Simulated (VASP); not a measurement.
Set up this calculation in VASP 6.6.1, as the native input.

* Task: single point
* Functional: LDA
* Potentials or basis: VASP PAW LDA potentials, release 64 (Nb_sv)
* Cutoff: 520 eV
* k mesh: 4 × 4 × 8
* Occupations: fermi-dirac, width 0.08 eV
* Spin: no spin polarisation
* Dipole correction: no
* Further INCAR settings: ALGO = Normal; EDIFF = 1e-06; NBANDS = 34

The structure of Nb lies in POSCAR:

```
Nb
1.0
   -3.3279000000      3.3279000000      3.3279000000
    3.3279000000     -3.3279000000      3.3279000000
    1.6639500000      1.6639500000     -1.6639500000
Nb
4
Direct
    0.0106615283      0.0057114096      0.0286255597
   -0.0006211124      0.5032194477     -0.0116469846
    0.4941375943     -0.0061684546     -0.0125667839
    0.4958218396      0.4972374470     -0.0044117912
```

These files were run (other wordings do the same):

INCAR

```
SYSTEM = Nb
PREC     = Accurate       ! precision mode
ENCUT    = 520            ! plane-wave cutoff, eV
EDIFF    = 1E-6           ! SCF threshold, eV
ISMEAR   = -1             ! smearing method
SIGMA    = 0.08           ! smearing width, eV
LREAL    = .False.        ! projectors in reciprocal space
LASPH    = .True.         ! aspherical terms in the spheres
NELM     = 100            ! most SCF steps
ALGO     = Normal         ! electronic algorithm
ISIF     = 2              ! what is computed and relaxed
LWAVE    = .False.        ! write WAVECAR
LCHARG   = .False.        ! write CHGCAR
GGA      = CA             ! functional
NBANDS   = 34             ! bands
```

KPOINTS

```
regular mesh
0
Gamma
  4 4 8
  0 0 0
```

Potentials or basis: VASP PAW LDA potentials, release 64 (Nb_sv).

Launch:

```sh
$ cat potpaw_LDA.64/Nb_sv/POTCAR > POTCAR
$ mpirun -np 1 vasp_std > vasp.out
```

It gave:

The pressure is -11.8 GPa and the largest force is 0.587 eV/Å. The band gap on the k mesh is zero (bands 26 and 27 overlap by 3.29 eV).

Caveat: the cell stands under tension.

Wall time 3.5 min on 1 thread of Intel(R) Xeon(R) Platinum 8259CL CPU @ 2.50GHz (Skylake/Cascade Lake), with other jobs on the host, peak memory 0.26 GiB.
